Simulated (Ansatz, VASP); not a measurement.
## Two plane-wave programs on AlN

```
Al N
1.0
     3.10669    0.00000    0.00000
    -1.55335    2.69048    0.00000
     0.00000    0.00000    4.97859
Al N
2 2
Direct
  0.33333 0.66667 0.99920
  0.66667 0.33333 0.49920
  0.33333 0.66667 0.38080
  0.66667 0.33333 0.88080
```

Alike in both runs: task single point; functional HSE06; k mesh 6 × 6 × 4; no spin polarisation.

|  | VASP | Ansatz |
| --- | --- | --- |
| version | VASP 6.6.1 | Ansatz 0.2.0 |
| potentials or method | VASP PAW PBE potentials, release 64 (Al, N) | plane waves, PAW |
| plane-wave cutoff (eV) | 520 | 420 |
| occupations | gaussian, width 0.01 eV | fixed |
| valence electrons in the cell | 16 | 16 |

|  | VASP | Ansatz | Ansatz less VASP |
| --- | --- | --- | --- |
| gap on the k mesh at the Fermi level (eV) | 5.59 | 5.60 | +0.007 |
| pressure (GPa) | -0.8 | -0.6 | +0.15 |
| traceless stress, the component that is largest in VASP (GPa) | -0.10 | -0.19 | -0.093 |
| rms of the force components (eV/Å) | 0.004 | 0.006 | +0.0015 |

Atom by atom the forces differ by 0.002 eV/Å (rms over components). Ansatz's warnings: stress exchange threshold loose, stress scf threshold loose.
